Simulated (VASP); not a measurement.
# AgI (P6_3mc) in VASP: notebook, part 2 of 2

VASP 6.6.1.

## Step 3: Single point, PBE, non-collinear spin, zero start, spin-orbit coupling

INCAR reads:

```
PREC = Accurate ; ENCUT = 500
EDIFF = 1E-6 ; ISMEAR = 0
SIGMA = 0.05 ; LREAL = False
LASPH = True ; NELM = 200
ALGO = Normal ; ISIF = 2
LWAVE = False ; LCHARG = False
MAGMOM = 0 0 0 0 0 0 0 0 0 0 0 0 ; LORBIT = 11
LSORBIT = True ; GGA_COMPAT = False
LORBMOM = True ; LMAXMIX = 4
GGA = PE ; NBANDS = 50
```

KPOINTS reads:

```
regular mesh
0
Gamma
  6 6 4
```

POSCAR reads:

```
AgI
1.0
    4.5800019196     -0.0000000001      0.0000000000
   -2.2900009597      3.9663980118      0.0000000000
    0.0000000000      0.0000000000      7.5100005554
Ag I
2 2
Direct
    0.3333333333      0.6666666667      0.0000000000
    0.6666666667      0.3333333333      0.5000000000
    0.3333333333      0.6666666667      0.3750000000
    0.6666666667      0.3333333333      0.8750000000
```

Potentials or basis: VASP PAW PBE potentials, release 64 (Ag, I).

The run is started by

```sh
$ cat potpaw_PBE.64/Ag/POTCAR potpaw_PBE.64/I/POTCAR > POTCAR
$ mpirun -np 1 vasp_ncl > vasp.out
```

OUTCAR:

```text
PREC = Accurate
   ENCUT = 500
   EDIFF = 1E-6
   ISMEAR = 0
   LREAL = False
   LASPH = True
   NELM = 200
   ISIF = 2
   LORBIT = 11
   LSORBIT = True
   GGA = PE

 ion  position               nearest neighbor table
   1  0.333  0.667  0.000-   4 2.81   4 2.81   4 2.81   3 2.82
   2  0.667  0.333  0.500-   3 2.81   3 2.81   3 2.81   4 2.82
   3  0.333  0.667  0.375-   2 2.81   2 2.81   2 2.81   1 2.82
   4  0.667  0.333  0.875-   1 2.81   1 2.81   1 2.81   2 2.82

  LATTYP: Found a hexagonal cell.
 ALAT       =     4.5800019196
 C/A-ratio  =     1.6397374253

  Lattice vectors:

 A1 = (   4.5800019196,  -0.0000000001,   0.0000000000)
 A2 = (  -2.2900009597,   3.9663980118,   0.0000000000)
 A3 = (   0.0000000000,   0.0000000000,   7.5100005554)

Analysis of symmetry for initial positions (statically):
=====================================================================
 Subroutine PRICEL returns:
 Original cell was already a primitive cell.

 Routine SETGRP: Setting up the symmetry group for a
 hexagonal supercell.

 Subroutine GETGRP returns: Found 12 space group operations
 (whereof  6 operations were pure point group operations)
 out of a pool of 24 trial point group operations.

The static configuration has the point symmetry C_3v.
 The point group associated with its full space group is C_6v.

Analysis of symmetry for dynamics (positions and initial velocities):
=====================================================================
 Subroutine PRICEL returns:
 Original cell was already a primitive cell.

 Routine SETGRP: Setting up the symmetry group for a
 hexagonal supercell.

 Subroutine GETGRP returns: Found 12 space group operations
 (whereof  6 operations were pure point group operations)
 out of a pool of 24 trial point group operations.

[... 1447 lines left out ...]
  3         0.000  -0.000   0.000
  4        -0.000   0.000   0.000
 ----------------------------------------
            0.000   0.000   0.000

 orbital moment (y)

 # of ion     p       d       tot
 ----------------------------------------
  1         0.000  -0.000  -0.000
  2        -0.000  -0.000  -0.000
  3         0.000   0.000   0.000
  4        -0.000  -0.000  -0.000
 ----------------------------------------
            0.000  -0.000  -0.000

 orbital moment (z)

 # of ion     p       d       tot
 ----------------------------------------
  1        -0.000   0.000   0.000
  2         0.000   0.000   0.000
  3         0.000   0.000   0.000
  4         0.000  -0.000  -0.000
 ----------------------------------------
           -0.000   0.000   0.000

 Spin-Orbit-Coupling matrix elements

 Ion:    1  E_soc:     -0.0462023
 l=   1
     0.0000000    -0.0019767    -0.0020173
    -0.0019767     0.0000000    -0.0019767
    -0.0020173    -0.0019767     0.0000000
 l=   2
     0.0000000    -0.0011322     0.0000000    -0.0011322    -0.0046023
    -0.0011322     0.0000000    -0.0034462    -0.0011068    -0.0011322
     0.0000000    -0.0034462     0.0000000    -0.0034462     0.0000000
    -0.0011322    -0.0011068    -0.0034462     0.0000000    -0.0011322
    -0.0046023    -0.0011322     0.0000000    -0.0011322     0.0000000
 l=   3
     0.0000000     0.0000000     0.0000000     0.0000000     0.0000000     0.0000000     0.0000000
     0.0000000     0.0000000     0.0000000     0.0000000     0.0000000     0.0000000     0.0000000
     0.0000000     0.0000000     0.0000000     0.0000000     0.0000000     0.0000000     0.0000000
     0.0000000     0.0000000     0.0000000     0.0000000     0.0000000     0.0000000     0.0000000
[... 49 lines left out ...]
 l=   2
     0.0000000    -0.0000183     0.0000000    -0.0000183    -0.0001022
    -0.0000183     0.0000000    -0.0000763    -0.0000112    -0.0000183
     0.0000000    -0.0000763     0.0000000    -0.0000763     0.0000000
    -0.0000183    -0.0000112    -0.0000763     0.0000000    -0.0000183
    -0.0001022    -0.0000183     0.0000000    -0.0000183     0.0000000
 l=   3
     0.0000000     0.0000000     0.0000000     0.0000000     0.0000000     0.0000000     0.0000000
     0.0000000     0.0000000     0.0000000     0.0000000     0.0000000     0.0000000     0.0000000
     0.0000000     0.0000000     0.0000000     0.0000000     0.0000000     0.0000000     0.0000000
     0.0000000     0.0000000     0.0000000     0.0000000     0.0000000     0.0000000     0.0000000
     0.0000000     0.0000000     0.0000000     0.0000000     0.0000000     0.0000000     0.0000000
     0.0000000     0.0000000     0.0000000     0.0000000     0.0000000     0.0000000     0.0000000
     0.0000000     0.0000000     0.0000000     0.0000000     0.0000000     0.0000000     0.0000000

 total charge

# of ion       s       p       d       tot
------------------------------------------
    1        0.308   0.228   9.295   9.831
    2        0.308   0.228   9.295   9.831
    3        1.498   2.761   0.036   4.296
    4        1.498   2.761   0.036   4.296
--------------------------------------------------
tot          3.613   5.979  18.661  28.253

 magnetization (x)

# of ion       s       p       d       tot
------------------------------------------
    1       -0.000  -0.000   0.000  -0.000
    2        0.000   0.000  -0.000   0.000
    3       -0.000  -0.000  -0.000  -0.000
    4        0.000   0.000   0.000   0.000
--------------------------------------------------
tot         -0.000  -0.000  -0.000  -0.000

 magnetization (y)

# of ion       s       p       d       tot
------------------------------------------
    1        0.000  -0.000   0.000  -0.000
    2       -0.000   0.000  -0.000  -0.000
    3        0.000   0.000   0.000   0.000
    4       -0.000  -0.000   0.000  -0.000
--------------------------------------------------
tot         -0.000   0.000  -0.000  -0.000

 magnetization (z)

# of ion       s       p       d       tot
------------------------------------------
    1        0.000  -0.000   0.000   0.000
    2       -0.000  -0.000   0.000  -0.000
    3       -0.000  -0.000   0.000  -0.000
    4       -0.000  -0.000   0.000  -0.000
--------------------------------------------------
tot         -0.000  -0.000   0.000  -0.000
```

OSZICAR:

```text
N       E                     dE             d eps       ncg     rms          rms(c)
DAV:   1     0.211666171804E+03    0.21167E+03   -0.15293E+04  2800   0.121E+03
DAV:   2     0.228717666522E+01   -0.20938E+03   -0.20095E+03  3224   0.248E+02
DAV:   3    -0.976983698757E+01   -0.12057E+02   -0.11966E+02  3334   0.573E+01
DAV:   4    -0.100124233414E+02   -0.24259E+00   -0.24241E+00  3340   0.818E+00
DAV:   5    -0.100171353878E+02   -0.47120E-02   -0.47116E-02  3298   0.118E+00    0.921E+00
DAV:   6    -0.983052184212E+01    0.18661E+00   -0.64017E-01  2986   0.908E+00    0.637E+00
DAV:   7    -0.983328477262E+01   -0.27629E-02   -0.16362E-01  3130   0.182E+00    0.392E+00
DAV:   8    -0.983343404625E+01   -0.14927E-03   -0.74096E-03  3150   0.549E-01    0.754E-01
DAV:   9    -0.983317463453E+01    0.25941E-03   -0.76371E-04  3070   0.173E-01    0.303E-01
DAV:  10    -0.983324703733E+01   -0.72403E-04   -0.68917E-04  3016   0.129E-01    0.126E-01
DAV:  11    -0.983330306985E+01   -0.56033E-04   -0.34533E-05  3458   0.359E-02    0.247E-02
DAV:  12    -0.983333446514E+01   -0.31395E-04   -0.12513E-05  3008   0.190E-02    0.119E-02
DAV:  13    -0.983335091551E+01   -0.16450E-04   -0.15903E-05  3032   0.201E-02    0.382E-03
DAV:  14    -0.983335160521E+01   -0.68970E-06   -0.38646E-07  2362   0.349E-03
   1 F= -.98333516E+01 E0= -.98333516E+01  d E =-.277184E-16  mag=    -0.0000     0.0000    -0.0000
```

stdout:

```text
POSCAR found type information on POSCAR AgI
 POSCAR found :  2 types and       4 ions
 scaLAPACK will be used
 LDA part: xc-table for (Slater+PW92), standard interpolation
 POSCAR, INCAR and KPOINTS ok, starting setup
 FFT: planning ... GRIDC
 FFT: planning ... GRID_SOFT
 FFT: planning ... GRID
 WAVECAR not read
 entering main loop
```

Run time: 8.5 min. Hardware: 1 thread of Oxide Virtual Turin-like, shared host; peak memory 0.65 GiB.

Results:

* Free energy: -9.8334 eV
* Pressure: 2.0 GPa
* Largest force: 0.021 eV/Å
* Net moment: 0.00 μB per cell
* Valence electrons inside the program's atomic spheres: Ag 9.83; I 4.30

Forces in eV/Å, atoms in the order of the input:
```
Ag   0.000  0.000  0.021
Ag   0.000  0.000  0.021
I    0.000  0.000 -0.021
I    0.000  0.000 -0.021
```

Stress tensor (GPa, compression positive):
```
2.04 0.00 0.00
0.00 2.04 0.00
0.00 0.00 1.89
```

Moments on the atoms (μB; x, y, z):
```
Ag  0.00 0.00 0.00
Ag  0.00 0.00 0.00
I   0.00 0.00 0.00
I   0.00 0.00 0.00
```
